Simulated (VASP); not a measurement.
A run of VASP 6.6.1:

Contents of INCAR:

```
SYSTEM = Re
ALGO = Fast
EDIFF = 1E-7
ENCUT = 520
GGA = PE
ISIF = 2
ISMEAR = 0
LASPH = .True.
LCHARG = .False.
LREAL = .False.
LWAVE = .False.
NBANDS = 10
NELM = 80
PREC = Accurate
SIGMA = 0.05
```

The input KPOINTS:

```
k-points
0
Gamma
  14 14 14
  0 0 0
```

Contents of POSCAR:

```
Re
1.0
    0.0000000000      1.9750000000      1.9750000000
    1.9750000000      0.0000000000      1.9750000000
    1.9750000000      1.9750000000      0.0000000000
Re
1
Direct
    0.0000000000      0.0000000000      0.0000000000
```

Potentials or basis: VASP PAW PBE potentials, release 64 (Re).

Run with:

```sh
$ cat potpaw_PBE.64/Re/POTCAR > POTCAR
$ mpirun -np 1 vasp_std > vasp.out
```

Hardware: 1 thread of AMD EPYC 7R13 Processor (Zen 3), on a shared host.

How long does it take, and how much memory?

Run time: 21 s on 1 thread of AMD EPYC 7R13 Processor (Zen 3), with other jobs on the host, peak memory 0.12 GiB. Counts: scf iterations 15, k points 104.
